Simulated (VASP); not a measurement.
# Ga (Pm-3m) in VASP: a series of runs

The runs below take Ga through single point, with PBE.

All numbers are computed with VASP 6.6.1; they aren't measurements. Logs are shortened: lines on timing, memory, paths and dates and some standing lists are left out, and cuts for length are marked.

### Step 1. The cell of the first run

It takes space group Pm-3m (No. 221, cubic). The conventional cell has a = 2.606 Å, b = 2.606 Å, c = 2.606 Å, α = 90.00°, β = 90.00°, γ = 90.00°. Within 3.4 Å of Ga (site symmetry m-3m) lie 6 Ga at 2.61 Å.

### Step 2. Single point, PBE (volume scaled by 0.88)

INCAR

```
SYSTEM = Ga
ALGO = Normal
EDIFF = 1E-6
ENCUT = 520
GGA = PE
ISIF = 2
ISMEAR = -1
LASPH = .TRUE.
LCHARG = .FALSE.
LREAL = .FALSE.
LWAVE = .FALSE.
NBANDS = 12
NELM = 60
PREC = Accurate
SIGMA = 0.05
```

KPOINTS

```
k-points
0
G
  14 14 14
  0 0 0
```

POSCAR

```
Ga
1.0
    2.6061109105      0.0000000000      0.0000000000
    0.0000000000      2.6061109105      0.0000000000
    0.0000000000      0.0000000000      2.6061109105
Ga
1
Direct
    0.0000000000      0.0000000000      0.0000000000
```

Potentials or basis: VASP PAW PBE potentials, release 64 (Ga_d).

Command:

```
$ cat potpaw_PBE.64/Ga_d/POTCAR > POTCAR
$ mpirun -np 1 vasp_std > vasp.out
```

OUTCAR:

```text
SYSTEM = Ga
   EDIFF = 1E-6
   ENCUT = 520
   GGA = PE
   ISIF = 2
   ISMEAR = -1
   LASPH = .TRUE.
   LREAL = .FALSE.
   NELM = 60
   PREC = Accurate

 ion  position               nearest neighbor table
   1  0.000  0.000  0.000-

  LATTYP: Found a simple cubic cell.
 ALAT       =     2.6061109105

  Lattice vectors:

 A1 = (   2.6061109105,   0.0000000000,   0.0000000000)
 A2 = (   0.0000000000,   2.6061109105,   0.0000000000)
 A3 = (   0.0000000000,   0.0000000000,   2.6061109105)

Analysis of symmetry for initial positions (statically):
=====================================================================
 Subroutine PRICEL returns:
 Original cell was already a primitive cell.

 Routine SETGRP: Setting up the symmetry group for a
 simple cubic supercell.

 Subroutine GETGRP returns: Found 48 space group operations
 (whereof 48 operations were pure point group operations)
 out of a pool of 48 trial point group operations.

The static configuration has the point symmetry O_h .

Analysis of symmetry for dynamics (positions and initial velocities):
=====================================================================
 Subroutine PRICEL returns:
 Original cell was already a primitive cell.

 Routine SETGRP: Setting up the symmetry group for a
 simple cubic supercell.

 Subroutine GETGRP returns: Found 48 space group operations
 (whereof 48 operations were pure point group operations)
 out of a pool of 48 trial point group operations.

The dynamic configuration has the point symmetry O_h .

 Subroutine INISYM returns: Found 48 space group operations
 (whereof 48 operations are pure point group operations),
 and found     1 'primitive' translations

----------------------------------------------------------------------------------------

                                     Primitive cell

  volume of cell :      17.7002

  direct lattice vectors                    reciprocal lattice vectors
     2.606110910  0.000000000  0.000000000     0.383713523  0.000000000  0.000000000
     0.000000000  2.606110910  0.000000000     0.000000000  0.383713523  0.000000000
     0.000000000  0.000000000  2.606110910     0.000000000  0.000000000  0.383713523

  length of vectors
     2.606110910  2.606110910  2.606110910     0.383713523  0.383713523  0.383713523

  position of ions in fractional coordinates (direct lattice)
     0.000000000  0.000000000  0.000000000

  ion indices of the primitive-cell ions
   primitive index   ion index
                 1           1

----------------------------------------------------------------------------------------

 KPOINTS: k-points

Automatic generation of k-mesh.
 Grid dimensions read from file:
 generate k-points for:   14   14   14

 Generating k-lattice:

  Cartesian coordinates                     Fractional coordinates (reciprocal lattice)
     0.027408109  0.000000000  0.000000000     0.071428571  0.000000000  0.000000000
     0.000000000  0.027408109  0.000000000     0.000000000  0.071428571  0.000000000
     0.000000000  0.000000000  0.027408109     0.000000000  0.000000000  0.071428571

  Length of vectors
     0.027408109  0.027408109  0.027408109

  Shift w.r.t. Gamma in fractional coordinates (k-lattice)
     0.000000000  0.000000000  0.000000000

 Subroutine IBZKPT returns following result:
 ===========================================

 Found    120 irreducible k-points:

 Following reciprocal coordinates:
            Coordinates               Weight
  0.000000  0.000000  0.000000      1.000000
  0.071429  0.000000  0.000000      6.000000
  0.142857  0.000000  0.000000      6.000000
  0.214286  0.000000  0.000000      6.000000
  0.285714  0.000000  0.000000      6.000000
  0.357143  0.000000  0.000000      6.000000
[... 16 lines left out ...]
  0.285714  0.214286  0.000000     24.000000
  0.357143  0.214286  0.000000     24.000000
 [... further k-points ...]
   k-points           NKPTS =    120   k-points in BZ     NKDIM =    120   number of bands    NBANDS=     12
   number of dos      NEDOS =    301   number of ions     NIONS =      1
   total plane-waves  NPLWV =   8000
   dimension x,y,z NGX =    20 NGY =   20 NGZ =   20
   dimension x,y,z NGXF=    40 NGYF=   40 NGZF=   40
   ions per type =               1
   NGX,Y,Z   is equivalent  to a cutoff of  12.76, 12.76, 12.76 a.u.
   NGXF,Y,Z  is equivalent  to a cutoff of  25.52, 25.52, 25.52 a.u.
 SYSTEM =  Ga
   PREC   = accura    normal or accurate (medium, high low for compatibility)
   ISTART =      0    job   : 0-new  1-cont  2-samecut
   ICHARG =      2    charge: 1-file 2-atom 10-const
   ISPIN  =      1    spin polarized calculation?
   LNONCOLLINEAR =      F non collinear calculations
   LSORBIT =      F    spin-orbit coupling
   LASPH  =      T    aspherical Exc in radial PAW
   ENCUT  =  520.0 eV  38.22 Ry    6.18 a.u.   4.85  4.85  4.85*2*pi/ulx,y,z
   NELM   =     60;   NELMIN=  2; NELMDL= -5     # of ELM steps
   EDIFF  = 0.1E-05   stopping-criterion for ELM
   LREAL  =      F    real-space projection
   EDIFFG = 0.1E-04   stopping-criterion for IOM
   NSW    =      0    number of steps for IOM
   IBRION =     -1    ionic relax: 0-MD 1-quasi-New 2-CG
   NFREE  =      0    steps in history (QN), initial steepest desc. (CG)
   ISIF   =      2    stress and relaxation
   ISYM   =      2    0-nonsym 1-usesym 2-fastsym
   POTIM  = 0.5000    time-step for ionic-motion
   TEBEG  =    0.0;   TEEND  =   0.0 temperature during run
   PSTRESS=    0.0 pullay stress
   NELECT =      13.0000    total number of electrons
   NUPDOWN=      -1.0000    fix difference up-down
   EMIN   =  10.00;   EMAX   =-10.00  energy-range for DOS
   EFERMI =   0.00;   METHOD = LEGACY
   ISMEAR =    -1;   SIGMA  =   0.05  broadening in eV -4-tet -1-fermi 0-gaus
   EFERMI_NEDOS =   21; number of points for ismear=-14 and -15
   IALGO  =     38    algorithm
   IMIX   =      4    mixing-type and parameters
     AMIX     =   0.40;   BMIX     =  1.00
     AMIX_MAG =   1.60;   BMIX_MAG =  1.00
  volume/ion in A,a.u.               =      17.70       119.45
  Fermi-wavevector in a.u.,A,eV,Ry     =   1.477054  2.791227 29.683676  2.181689
  Thomas-Fermi vector in A             =   2.591505
   LORBIT       =      0    0 simple, 1 ext, 2 COOP (PROOUT), +10 PAW based schemes
   GGA     = PE    functional components
   LHFCALC =     F    Hartree Fock is set to
   AEXX    =    0.0000 exact exchange contribution
   IVDW    =     0    specifies the selected vdW correction
   LEPSILON=     F    determine dielectric tensor
   LRPA    =     F    only Hartree local field effects (RPA)
 non-spin polarized calculation
  energy-cutoff  :      520.00
  volume of cell :       17.70
 maximum number of plane-waves:       491
 NGX is ok and might be reduce to    20
   NGX =  9   NGY =  9   NGZ =  9

 number of electron      12.9999988 magnetization

 Free energy of the ion-electron system (eV)
  ---------------------------------------------------
  ext. energy  EPLUGINS =         0.00000000
  ---------------------------------------------------
  free energy    TOTEN  =        -2.77747797 eV

  energy without entropy =       -2.77374799  energy(sigma->0) =       -2.77561298

 E-fermi :   5.8577     XC(G=0): -11.2581

 val. band max:        5.8415523868   @ k =   0.3571   0.2857   0.0000
 cond. band min:       5.8682935081   @ k =   0.4286   0.3571   0.2143
 fundamental gap:      0.0267411213
 Fermi energy:         5.8577345803

 k-point     1 :       0.0000    0.0000    0.0000
  band No.  band energies     occupation
      1      -9.4469      2.00000
      2      -9.4469      2.00000
      3      -8.7602      2.00000
      4      -8.7602      2.00000
      5      -8.7602      2.00000
      6      -5.5804      2.00000
      7      15.6994      0.00000
      8      15.6994      0.00000
      9      15.6994      0.00000
     10      18.5941      0.00000
     11      18.5941      0.00000
     12      21.7447      0.00000

 k-point     2 :       0.0714    0.0000    0.0000
  band No.  band energies     occupation
      1      -9.4441      2.00000
      2      -9.4247      2.00000
      3      -8.7697      2.00000
      4      -8.7697      2.00000
      5      -8.7594      2.00000
      6      -5.4666      2.00000
      7      13.9522      0.00000
      8      15.8214      0.00000
      9      15.8214      0.00000
     10      18.6878      0.00000
     11      19.8802      0.00000
     12      22.4732      0.00000

 k-point     3 :       0.1429    0.0000    0.0000
  band No.  band energies     occupation
      1      -9.4363      2.00000
      2      -9.3640      2.00000
      3      -8.7965      2.00000
      4      -8.7965      2.00000
      5      -8.7571      2.00000
      6      -5.1226      2.00000
      7      11.3426      0.00000
      8      16.1825      0.00000
      9      16.1825      0.00000
     10      18.9696      0.00000
     11      20.7877      0.00000
     12      24.9625      0.00000
[... 286 lines left out ...]
 k-point    23 :       0.2857    0.2143    0.0000
  band No.  band energies     occupation
      1      -9.3171      2.00000
      2      -9.0594      2.00000
      3      -8.9961      2.00000
      4      -8.8681      2.00000
      5      -8.8215      2.00000
      6      -2.7061      2.00000
      7       7.3003      0.00000
      8      10.7450      0.00000
      9      18.6221      0.00000
     10      20.3532      0.00000
     11      22.2759      0.00000
     12      29.4240      0.00000

 k-point    24 :       0.3571    0.2143    0.0000
  band No.  band energies     occupation
      1      -9.3009      2.00000
      2      -9.0461      2.00000
      3      -8.9740      2.00000
      4      -8.9047      2.00000
      5      -8.8175      2.00000
      6      -1.6743      2.00000
      7       5.1844      2.00000
      8      11.6229      0.00000
      9      18.5564      0.00000
     10      19.5335      0.00000
     11      22.9358      0.00000
     12      28.0101      0.00000

 [... further k-points ...]
[... 5 lines left out ...]
  --------------------------------------------------------------------------------------
  -------------------------------------------------------------------------------------
  Total        0.8909067      0.8909067      0.8909067      0.0000000     -0.0000000     -0.0000000
  in kB       80.6425235     80.6425235     80.6425235      0.0000000     -0.0000000     -0.0000000
  external PRESSURE =      80.6425235 kB  Pullay stress =       0.0000000 kB

 VOLUME and BASIS-vectors are now :
 -----------------------------------------------------------------------------
  energy-cutoff  :      520.00
  volume of cell :       17.70
      direct lattice vectors                 reciprocal lattice vectors
     2.606110910  0.000000000  0.000000000     0.383713523  0.000000000  0.000000000
     0.000000000  2.606110910  0.000000000     0.000000000  0.383713523  0.000000000
     0.000000000  0.000000000  2.606110910     0.000000000  0.000000000  0.383713523

 POSITION                                       TOTAL-FORCE (eV/Angst)
 -----------------------------------------------------------------------------------
      0.00000      0.00000      0.00000         0.000000      0.000000      0.000000
 -----------------------------------------------------------------------------------
    total drift:                                0.000000      0.000000      0.000000

  FREE ENERGIE OF THE ION-ELECTRON SYSTEM (eV)
  ---------------------------------------------------
  free  energy   TOTEN  =        -2.7774779710 eV

  energy  without entropy=       -2.7737479950  energy(sigma->0) =       -2.77561298
```

Run time: 6 s. Hardware: 1 thread of Intel Xeon 6975P-C (Granite Rapids), shared host; peak memory 0.14 GiB.

Results:

| Item | Value |
| --- | --- |
| Free energy | -2.7775 eV |
| Pressure | 8.1 GPa |

### Step 3. Single point, PBE (volume scaled by 0.88)

INCAR

```
  PREC = Accurate
  ENCUT = 520
  EDIFF = 1E-6
  ISMEAR = -1
  SIGMA = 0.05
  LREAL = False
  LASPH = True
  NELM = 100
  ALGO = Normal
  ISIF = 2
  LWAVE = False
  LCHARG = False
  GGA = PE
  NBANDS = 12
```

KPOINTS

```
Automatic mesh
0
Gamma
  14 14 14
```

POSCAR is that of step 2.

Potentials or basis: VASP PAW PBE potentials, release 64 (Ga_d).

Command:

```
$ cat potpaw_PBE.64/Ga_d/POTCAR > POTCAR
$ mpirun -np 1 vasp_std > vasp.out
```

OUTCAR:

```text
PREC = Accurate
   ENCUT = 520
   EDIFF = 1E-6
   ISMEAR = -1
   LREAL = False
   LASPH = True
   NELM = 100
   ISIF = 2
   GGA = PE

 ion  position               nearest neighbor table
   1  0.000  0.000  0.000-

  LATTYP: Found a simple cubic cell.
 ALAT       =     2.6061109105

  Lattice vectors:

 A1 = (   2.6061109105,   0.0000000000,   0.0000000000)
 A2 = (   0.0000000000,   2.6061109105,   0.0000000000)
 A3 = (   0.0000000000,   0.0000000000,   2.6061109105)

Analysis of symmetry for initial positions (statically):
=====================================================================
 Subroutine PRICEL returns:
 Original cell was already a primitive cell.

 Routine SETGRP: Setting up the symmetry group for a
 simple cubic supercell.

 Subroutine GETGRP returns: Found 48 space group operations
 (whereof 48 operations were pure point group operations)
 out of a pool of 48 trial point group operations.

The static configuration has the point symmetry O_h .

Analysis of symmetry for dynamics (positions and initial velocities):
=====================================================================
 Subroutine PRICEL returns:
 Original cell was already a primitive cell.

 Routine SETGRP: Setting up the symmetry group for a
 simple cubic supercell.

 Subroutine GETGRP returns: Found 48 space group operations
 (whereof 48 operations were pure point group operations)
 out of a pool of 48 trial point group operations.

The dynamic configuration has the point symmetry O_h .

 Subroutine INISYM returns: Found 48 space group operations
 (whereof 48 operations are pure point group operations),
 and found     1 'primitive' translations

----------------------------------------------------------------------------------------

[... 108 lines left out ...]
   IMIX   =      4    mixing-type and parameters
     AMIX     =   0.40;   BMIX     =  1.00
     AMIX_MAG =   1.60;   BMIX_MAG =  1.00
  volume/ion in A,a.u.               =      17.70       119.45
  Fermi-wavevector in a.u.,A,eV,Ry     =   1.477054  2.791227 29.683676  2.181689
  Thomas-Fermi vector in A             =   2.591505
   LORBIT       =      0    0 simple, 1 ext, 2 COOP (PROOUT), +10 PAW based schemes
   GGA     = PE    functional components
   LHFCALC =     F    Hartree Fock is set to
   AEXX    =    0.0000 exact exchange contribution
   IVDW    =     0    specifies the selected vdW correction
   LEPSILON=     F    determine dielectric tensor
   LRPA    =     F    only Hartree local field effects (RPA)
 non-spin polarized calculation
  energy-cutoff  :      520.00
  volume of cell :       17.70
 maximum number of plane-waves:       491
 NGX is ok and might be reduce to    20
   NGX =  9   NGY =  9   NGZ =  9

 number of electron      12.9999988 magnetization

 Free energy of the ion-electron system (eV)
  ---------------------------------------------------
  ext. energy  EPLUGINS =         0.00000000
  ---------------------------------------------------
  free energy    TOTEN  =        -2.77747797 eV

  energy without entropy =       -2.77374799  energy(sigma->0) =       -2.77561298

 E-fermi :   5.8577     XC(G=0): -11.2581

 val. band max:        5.8415523868   @ k =   0.3571   0.2857   0.0000
 cond. band min:       5.8682935081   @ k =   0.4286   0.3571   0.2143
 fundamental gap:      0.0267411213
 Fermi energy:         5.8577345803

 k-point     1 :       0.0000    0.0000    0.0000
  band No.  band energies     occupation
      1      -9.4469      2.00000
      2      -9.4469      2.00000
      3      -8.7602      2.00000
      4      -8.7602      2.00000
      5      -8.7602      2.00000
      6      -5.5804      2.00000
      7      15.6994      0.00000
      8      15.6994      0.00000
      9      15.6994      0.00000
     10      18.5941      0.00000
     11      18.5941      0.00000
     12      21.7447      0.00000
[... 331 lines left out ...]
 k-point    24 :       0.3571    0.2143    0.0000
  band No.  band energies     occupation
      1      -9.3009      2.00000
      2      -9.0461      2.00000
      3      -8.9740      2.00000
      4      -8.9047      2.00000
      5      -8.8175      2.00000
      6      -1.6743      2.00000
      7       5.1844      2.00000
      8      11.6229      0.00000
      9      18.5564      0.00000
     10      19.5335      0.00000
     11      22.9358      0.00000
     12      28.0101      0.00000

 [... further k-points ...]
[... 5 lines left out ...]
  --------------------------------------------------------------------------------------
  -------------------------------------------------------------------------------------
  Total        0.8909067      0.8909067      0.8909067      0.0000000     -0.0000000     -0.0000000
  in kB       80.6425235     80.6425235     80.6425235      0.0000000     -0.0000000     -0.0000000
  external PRESSURE =      80.6425235 kB  Pullay stress =       0.0000000 kB

 VOLUME and BASIS-vectors are now :
 -----------------------------------------------------------------------------
  energy-cutoff  :      520.00
  volume of cell :       17.70
      direct lattice vectors                 reciprocal lattice vectors
     2.606110910  0.000000000  0.000000000     0.383713523  0.000000000  0.000000000
     0.000000000  2.606110910  0.000000000     0.000000000  0.383713523  0.000000000
     0.000000000  0.000000000  2.606110910     0.000000000  0.000000000  0.383713523

 POSITION                                       TOTAL-FORCE (eV/Angst)
 -----------------------------------------------------------------------------------
      0.00000      0.00000      0.00000         0.000000      0.000000      0.000000
 -----------------------------------------------------------------------------------
    total drift:                                0.000000      0.000000      0.000000

  FREE ENERGIE OF THE ION-ELECTRON SYSTEM (eV)
  ---------------------------------------------------
  free  energy   TOTEN  =        -2.7774779710 eV

  energy  without entropy=       -2.7737479950  energy(sigma->0) =       -2.77561298
```

OSZICAR:

```text
N       E                     dE             d eps       ncg     rms          rms(c)
DAV:   1     0.448773537122E+02    0.44877E+02   -0.66587E+03  3104   0.194E+03
DAV:   2    -0.522581434071E+00   -0.45400E+02   -0.43661E+02  3044   0.265E+02
DAV:   3    -0.278428827204E+01   -0.22617E+01   -0.22574E+01  3348   0.469E+01
DAV:   4    -0.280399845551E+01   -0.19710E-01   -0.19708E-01  3256   0.468E+00
DAV:   5    -0.280420838478E+01   -0.20993E-03   -0.20993E-03  3348   0.468E-01    0.108E+00
DAV:   6    -0.278080129842E+01    0.23407E-01   -0.49654E-02  3480   0.458E+00    0.524E-01
DAV:   7    -0.277779060338E+01    0.30107E-02   -0.77779E-03  3804   0.152E+00    0.152E-01
DAV:   8    -0.277747355387E+01    0.31705E-03   -0.84315E-04  3396   0.477E-01    0.156E-02
DAV:   9    -0.277747801948E+01   -0.44656E-05   -0.12339E-05  3324   0.365E-02    0.371E-03
DAV:  10    -0.277747797103E+01    0.48457E-07   -0.60766E-07  2276   0.137E-02
   1 F= -.27774780E+01 E0= -.27756130E+01  d E =-.372998E-02
```

stdout:

```text
POSCAR found type information on POSCAR Ga
 POSCAR found :  1 types and       1 ions
 scaLAPACK will be used
 LDA part: xc-table for (Slater+PW92), standard interpolation
 POSCAR, INCAR and KPOINTS ok, starting setup
 FFT: planning ... GRIDC
 FFT: planning ... GRID_SOFT
 FFT: planning ... GRID
 WAVECAR not read
 entering main loop
```

Wall time 6.1 s (1 thread of Intel Xeon 6975P-C (Granite Rapids), shared host); peak memory 0.13 GiB.

What came out:

```
Free energy : -2.7775 eV
Pressure    : 8.1 GPa
```

Levels at points of the mesh, in eV from the Fermi level:
| k point | band 3 | band 4 | band 5 | band 6 | band 7 | band 8 | band 9 | band 10 |
| --- | --- | --- | --- | --- | --- | --- | --- | --- |
| (0.00, 0.00, 0.00) | -14.62 | -14.62 | -14.62 | -11.44 | 9.84 | 9.84 | 9.84 | 12.74 |
| (0.50, 0.00, 0.00) | -14.81 | -14.81 | -14.60 | -6.38 | -4.70 | 13.84 | 13.84 | 16.91 |
| (0.50, 0.50, 0.00) | -14.78 | -14.78 | -14.44 | -1.11 | -0.83 | -0.83 | 4.24 | 18.06 |
| (0.50, 0.50, 0.50) | -15.08 | -14.43 | -14.43 | 2.92 | 2.92 | 2.92 | 5.38 | 8.60 |
